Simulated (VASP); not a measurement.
# Pd7Pt12Au5 in VASP: single point with PBE

Aim: the single point of Pd7Pt12Au5 with PBE.

All numbers are computed with VASP 6.6.1; they aren't measurements. Logs are shortened: lines on timing, memory, paths and dates and some standing lists are left out, and cuts for length are marked.

## Step 1: The cell of the first run

The cell holds a disordered packing, 24 atoms: a = 7.382 Å, b = 7.608 Å, c = 6.994 Å, α = 92.25°, β = 88.70°, γ = 92.74°.

## Step 2: Single point, PBE

Contents of INCAR:

```
PREC = Accurate ; ENCUT = 520
EDIFF = 1E-7 ; ISMEAR = -1
SIGMA = 0.2292 ; LREAL = Auto
LASPH = True ; NELM = 100
ALGO = Normal ; ISIF = 2
LWAVE = False ; LCHARG = False
GGA = PE ; NBANDS = 140
```

Contents of KPOINTS:

```
Automatic mesh
0
Gamma
  3 3 3
```

Contents of POSCAR:

```
Pd7Pt12Au5
1.0
    7.3795700000     -0.1787110000      0.0796060000
   -0.1787110000      7.6045150000     -0.1421980000
    0.0796060000     -0.1421980000      6.9925580000
Pt Pd Au
12 7 5
Direct
    0.4797430481      0.3801421114      0.6027475651
    0.8925151216      0.3172392349      0.3599395830
    0.0108931092      0.0952361768      0.0409090036
    0.9740007260      0.8276724804      0.7408249982
    0.3032528143      0.2978754879      0.9263463791
    0.3805115566      0.6874411076      0.6312661419
    0.7378791948      0.6275406703      0.5245355411
    0.0158731672      0.4897996400      0.7040519064
    0.2078396552      0.4836876081      0.3649652065
    0.1645603757      0.1900466298      0.5629161734
    0.5351441762      0.7453704803      0.2285347932
    0.9533217549      0.4324992897      0.0439945701
    0.6705946054      0.8708113800      0.8345215592
    0.1247004194      0.8195146870      0.3948285982
    0.2267028101      0.6191863002      0.0406090951
    0.3135274758      0.8948391970      0.8571384939
    0.8865184860      0.7919823291      0.1210871226
    0.2887398973      0.1096890599      0.2103585236
    0.7336766416      0.2275009145      0.8381837152
    0.6185430000      0.5508280210      0.9354456067
    0.7991928356      0.0048122593      0.4796248191
    0.5312573809      0.4068746089      0.2573639121
    0.4700503916      0.0381199631      0.5510218415
    0.6302613460      0.0906587315      0.1533829933
```

Potentials or basis: VASP PAW PBE potentials, release 64 (Pt, Pd, Au).

On the command line:

```console
> cat potpaw_PBE.64/Pt/POTCAR potpaw_PBE.64/Pd/POTCAR potpaw_PBE.64/Au/POTCAR > POTCAR
> mpirun -np 1 vasp_std > vasp.out
```

OUTCAR:

```text
PREC = Accurate
   ENCUT = 520
   EDIFF = 1E-7
   ISMEAR = -1
   LREAL = Auto
   LASPH = True
   NELM = 100
   ISIF = 2
   GGA = PE

 ion  position               nearest neighbor table
   1  0.480  0.380  0.603-  22 2.45   6 2.48  23 2.61   5 2.67   7 2.68  10 2.69   9 2.80  20 2.81
                            19 2.84
   2  0.893  0.317  0.360-  12 2.43   9 2.60  21 2.61  10 2.72   8 2.84   7 2.86   3 2.89  22 2.90
                            24 2.90
   3  0.011  0.095  0.041-  18 2.39  17 2.52  12 2.62   5 2.72  19 2.77   4 2.87   2 2.89  24 2.90
                            16 3.00  13 3.30  14 3.45  21 3.49
   4  0.974  0.828  0.741-  13 2.35   8 2.61  14 2.64  16 2.67  21 2.70   7 2.71  17 2.74   3 2.87
                             6 3.30  10 3.31  15 3.33
   5  0.303  0.298  0.926-  18 2.49  15 2.63   1 2.67   3 2.72  10 2.84  12 2.91  20 2.95  22 2.96
                            16 3.09   8 3.11  19 3.29   9 3.40  24 3.40  23 3.46
   6  0.381  0.687  0.631-  16 2.25   1 2.48   9 2.68   7 2.78  14 2.79  23 2.79  13 2.87  20 3.04
                            11 3.06   8 3.06  15 3.11   4 3.30  22 3.51
   7  0.738  0.628  0.525-   1 2.68   8 2.70   4 2.71   6 2.78  11 2.78  13 2.85   2 2.86  22 2.88
                            21 2.91  20 3.06  14 3.27  17 3.28
   8  0.016  0.490  0.704-  12 2.46   4 2.61   7 2.70  10 2.72   9 2.74   2 2.84  15 2.96  19 2.98
                             6 3.06   5 3.11  20 3.36  14 3.43
   9  0.208  0.484  0.365-  15 2.53  22 2.57   2 2.60  14 2.66  10 2.68   6 2.68   8 2.74   1 2.80
[... 17 lines left out ...]
  18  0.289  0.110  0.210-   3 2.39   5 2.49  24 2.55  10 2.67  14 2.81  22 2.83  23 2.84  16 2.92
                             9 3.08  11 3.40
  19  0.734  0.228  0.838-  24 2.56  12 2.61  20 2.70  13 2.73   3 2.77   1 2.84   8 2.98  21 3.01
                            23 3.09   5 3.29  22 3.52
  20  0.619  0.551  0.935-  11 2.56  13 2.57  22 2.60  19 2.70  12 2.80   1 2.81  17 2.92   5 2.95
                            15 3.03   6 3.04   7 3.06   8 3.36
  21  0.799  0.005  0.480-  23 2.49   2 2.61   4 2.70  24 2.74  13 2.85  14 2.88   7 2.91  17 3.01
                            19 3.01  10 3.04  11 3.21   3 3.49
  22  0.531  0.407  0.257-   1 2.45   9 2.57  11 2.59  20 2.60  24 2.62  18 2.83   7 2.88   2 2.90
                             5 2.96  15 3.26  12 3.42   6 3.51  19 3.52  23 3.55
  23  0.470  0.038  0.551-  21 2.49  10 2.58   1 2.61  16 2.66   6 2.79  18 2.84  13 2.87  24 3.03
                            19 3.09  11 3.15  14 3.17   5 3.46  22 3.55
  24  0.630  0.091  0.153-  18 2.55  19 2.56  22 2.62  21 2.74  13 2.75  11 2.75   3 2.90   2 2.90
                            17 3.02  23 3.03   5 3.40  16 3.41  12 3.54

  LATTYP: Found a triclinic cell.
 ALAT       =    12.4129172937
 B/A-ratio  =     1.3117130209
 C/A-ratio  =     0.5634821011
 COS(alpha) =     0.0021876349
 COS(beta)  =     0.5528812719
 COS(gamma) =     0.7869755922

  Lattice vectors:

 A1 = (  -7.2804650000,  -7.2836060000,  -6.9299660000)
 A2 = ( -14.5804290000,  -7.2470930000,  -0.0170140000)
 A3 = (  -0.0796060000,   0.1421980000,  -6.9925580000)

Analysis of symmetry for initial positions (statically):
=====================================================================
 Subroutine PRICEL returns:
 Original cell was already a primitive cell.

 Routine SETGRP: Setting up the symmetry group for a
 triclinic supercell.

 Subroutine GETGRP returns: Found  1 space group operations
 (whereof  1 operations were pure point group operations)
 out of a pool of  2 trial point group operations.

The static configuration has the point symmetry C_1 .

Analysis of symmetry for dynamics (positions and initial velocities):
=====================================================================
 Subroutine PRICEL returns:
 Original cell was already a primitive cell.

 Routine SETGRP: Setting up the symmetry group for a
 triclinic supercell.

 Subroutine GETGRP returns: Found  1 space group operations
 (whereof  1 operations were pure point group operations)
 out of a pool of  2 trial point group operations.

The dynamic configuration has the point symmetry C_1 .

 Subroutine INISYM returns: Found  1 space group operations
 (whereof  1 operations are pure point group operations),
 and found     1 'primitive' translations

----------------------------------------------------------------------------------------

                                     Primitive cell

[... 73 lines left out ...]
  Cartesian coordinates                     Fractional coordinates (reciprocal lattice)
     0.045200571  0.001053021 -0.000493167     0.333333333 -0.000000000 -0.000000000
     0.001053021  0.043874815  0.000880234    -0.000000000  0.333333333 -0.000000000
    -0.000493167  0.000880234  0.047693242     0.000000000 -0.000000000  0.333333333

  Length of vectors
     0.045215525  0.043896276  0.047703913

  Shift w.r.t. Gamma in fractional coordinates (k-lattice)
     0.000000000  0.000000000  0.000000000

 Subroutine IBZKPT returns following result:
 ===========================================

 Found     14 irreducible k-points:

 Following reciprocal coordinates:
            Coordinates               Weight
  0.000000  0.000000  0.000000      1.000000
  0.333333  0.000000 -0.000000      2.000000
 -0.000000  0.333333 -0.000000      2.000000
  0.333333  0.333333 -0.000000      2.000000
 -0.333333  0.333333  0.000000      2.000000
  0.000000 -0.000000  0.333333      2.000000
  0.333333 -0.000000  0.333333      2.000000
 -0.333333  0.000000  0.333333      2.000000
 -0.000000  0.333333  0.333333      2.000000
  0.333333  0.333333  0.333333      2.000000
 -0.333333  0.333333  0.333333      2.000000
 -0.000000 -0.333333  0.333333      2.000000
  0.333333 -0.333333  0.333333      2.000000
 -0.333333 -0.333333  0.333333      2.000000
   k-points           NKPTS =     14   k-points in BZ     NKDIM =     14   number of bands    NBANDS=    140
   number of dos      NEDOS =    301   number of ions     NIONS =     24
   total plane-waves  NPLWV = 181440
   dimension x,y,z NGX =    56 NGY =   60 NGZ =   54
   dimension x,y,z NGXF=   112 NGYF=  120 NGZF=  108
   ions per type =              12   7   5
   NGX,Y,Z   is equivalent  to a cutoff of  12.61, 13.11, 12.83 a.u.
   NGXF,Y,Z  is equivalent  to a cutoff of  25.22, 26.22, 25.67 a.u.
 SYSTEM =  unknown system
   PREC   = accura    normal or accurate (medium, high low for compatibility)
   ISTART =      0    job   : 0-new  1-cont  2-samecut
   ICHARG =      2    charge: 1-file 2-atom 10-const
   ISPIN  =      1    spin polarized calculation?
   LNONCOLLINEAR =      F non collinear calculations
   LSORBIT =      F    spin-orbit coupling
   LASPH  =      T    aspherical Exc in radial PAW
   ENCUT  =  520.0 eV  38.22 Ry    6.18 a.u.  13.73 14.15 13.01*2*pi/ulx,y,z
   NELM   =    100;   NELMIN=  2; NELMDL= -5     # of ELM steps
   EDIFF  = 0.1E-06   stopping-criterion for ELM
   LREAL  =      T    real-space projection
   EDIFFG = 0.1E-05   stopping-criterion for IOM
   NSW    =      0    number of steps for IOM
   IBRION =     -1    ionic relax: 0-MD 1-quasi-New 2-CG
   NFREE  =      0    steps in history (QN), initial steepest desc. (CG)
   ISIF   =      2    stress and relaxation
   ISYM   =      2    0-nonsym 1-usesym 2-fastsym
   POTIM  = 0.5000    time-step for ionic-motion
   TEBEG  =    0.0;   TEEND  =   0.0 temperature during run
   PSTRESS=    0.0 pullay stress
   NELECT =     245.0000    total number of electrons
   NUPDOWN=      -1.0000    fix difference up-down
   EMIN   =  10.00;   EMAX   =-10.00  energy-range for DOS
   EFERMI =   0.00;   METHOD = LEGACY
   ISMEAR =    -1;   SIGMA  =   0.23  broadening in eV -4-tet -1-fermi 0-gaus
   EFERMI_NEDOS =   21; number of points for ismear=-14 and -15
   IALGO  =     38    algorithm
   IMIX   =      4    mixing-type and parameters
     AMIX     =   0.40;   BMIX     =  1.00
     AMIX_MAG =   1.60;   BMIX_MAG =  1.00
  volume/ion in A,a.u.               =      16.33       110.22
  Fermi-wavevector in a.u.,A,eV,Ry     =   1.399709  2.645067 26.656337  1.959185
  Thomas-Fermi vector in A             =   2.522742
   LORBIT       =      0    0 simple, 1 ext, 2 COOP (PROOUT), +10 PAW based schemes
   GGA     = PE    functional components
   LHFCALC =     F    Hartree Fock is set to
   AEXX    =    0.0000 exact exchange contribution
   IVDW    =     0    specifies the selected vdW correction
   LEPSILON=     F    determine dielectric tensor
   LRPA    =     F    only Hartree local field effects (RPA)
 non-spin polarized calculation
  energy-cutoff  :      520.00
  volume of cell :      391.99
 maximum number of plane-waves:     10583
   NGX = 27   NGY = 29   NGZ = 25

 number of electron     245.0000000 magnetization

 Free energy of the ion-electron system (eV)
  ---------------------------------------------------
  ext. energy  EPLUGINS =         0.00000000
  ---------------------------------------------------
  free energy    TOTEN  =      -118.15451287 eV

  energy without entropy =     -113.72782440  energy(sigma->0) =     -115.94116863

 E-fermi :   9.4982     XC(G=0): -12.7906

 val. band max:        9.4932079754   @ k =  -0.3333   0.0000   0.3333
 cond. band min:       9.5023158094   @ k =   0.0000  -0.0000   0.3333
 fundamental gap:      0.0091078340
 Fermi energy:         9.4982373971

 k-point     1 :       0.0000    0.0000    0.0000
  band No.  band energies     occupation
      1       0.4019      2.00000
      2       2.4055      2.00000
      3       2.5552      2.00000
      4       2.6561      2.00000
      5       2.7480      2.00000
      6       2.9066      2.00000
[... 1907 lines left out ...]
    133      11.4222      0.00045
    134      11.5895      0.00022
 [bands above 134 left out]

------------------------ aborting loop because EDIFF is reached ----------------------------------------

  FORCE on cell =-STRESS in cart. coord.  units (eV):
  Direction    XX          YY          ZZ          XY          YZ          ZX
  --------------------------------------------------------------------------------------
  -------------------------------------------------------------------------------------
  Total       35.8525076     38.9074263     39.7104938     -1.3350037     -4.6229716     -7.0149411
  in kB      146.5388819    159.0251596    162.3075136     -5.4565208    -18.8953336    -28.6719591
  external PRESSURE =     155.9571850 kB  Pullay stress =       0.0000000 kB

 VOLUME and BASIS-vectors are now :
 -----------------------------------------------------------------------------
  energy-cutoff  :      520.00
  volume of cell :      391.99
      direct lattice vectors                 reciprocal lattice vectors
     7.379570000 -0.178711000  0.079606000     0.135601713  0.003159062 -0.001479501
    -0.178711000  7.604515000 -0.142198000     0.003159062  0.131624444  0.002640701
     0.079606000 -0.142198000  6.992558000    -0.001479501  0.002640701  0.143079726

 POSITION                                       TOTAL-FORCE (eV/Angst)
 -----------------------------------------------------------------------------------
      3.52034      2.71935      4.19888         0.451242     -1.260898      2.622779
      6.55834      2.20177      2.54284        -1.017739      0.057336      2.009558
      0.06662      0.71646      0.27338        -1.772266     -0.143650     -1.718378
      7.09877      6.01464      5.14010         3.374081      0.144952      0.061540
      2.25838      2.07928      6.45931         0.072938      0.076267     -1.493279
      2.73541      5.06989      4.34670         0.577726     -1.907319     -3.266185
[... 16 lines left out ...]
      3.50582      0.12753      3.88505        -0.825429     -0.828745     -0.269913
      4.64707      0.55497      1.10982         0.881606     -1.292384      0.154257
 -----------------------------------------------------------------------------------
    total drift:                                0.002068      0.009865     -0.011390

  FREE ENERGIE OF THE ION-ELECTRON SYSTEM (eV)
  ---------------------------------------------------
  free  energy   TOTEN  =      -118.1545128672 eV

  energy  without entropy=     -113.7278243957  energy(sigma->0) =     -115.94116863
```

Wall time 27 min (1 thread of Intel Xeon Platinum 8559C (Emerald Rapids), shared host); peak memory 0.73 GiB.

What came out:

| Quantity | Value |
| --- | --- |
| Free energy | -118.1545 eV |
| Pressure | 15.6 GPa |
| Largest force | 6.469 eV/Å |
| Band gap on the k mesh | zero (an odd number of electrons rules out a gap without spin polarisation) |

Forces in eV/Å, atoms in the order of the input:
```
Pt   0.451 -1.261  2.623
Pt  -1.018  0.057  2.010
Pt  -1.772 -0.144 -1.718
Pt   3.374  0.145  0.062
Pt   0.073  0.076 -1.493
Pt   0.578 -1.907 -3.266
Pt   0.578 -0.076 -0.433
Pt   0.449 -0.035 -1.435
Pt  -0.866  0.108  0.412
Pt  -1.591 -0.586  1.012
Pt  -1.045  2.202  1.482
Pt  -1.402 -0.053  0.047
Pd  -2.737  1.267  0.370
Pd   0.626  0.458 -0.048
Pd   1.513  1.946 -0.734
Pd  -1.772  4.638  4.147
Pd  -0.036 -1.229  0.482
Pd   0.851 -1.101  2.273
Pd   0.007  0.102 -2.014
Au   0.102 -0.818 -1.836
Au   2.232 -0.985 -0.147
Au   1.347 -0.684 -1.679
Au  -0.825 -0.829 -0.270
Au   0.882 -1.292  0.154
```

Levels at points of the mesh, in eV from the Fermi level:
| k point | band 122 | band 123 | band 124 | band 125 | band 126 | band 127 |
| --- | --- | --- | --- | --- | --- | --- |
| (0.00, 0.00, 0.00) | -0.15 | -0.11 | -0.07 | -0.01 | 0.07 | 0.19 |

Caveat: the atoms stand as in a frame of molecular dynamics; spin-orbit coupling is left out, which moves the levels of the heavy elements.
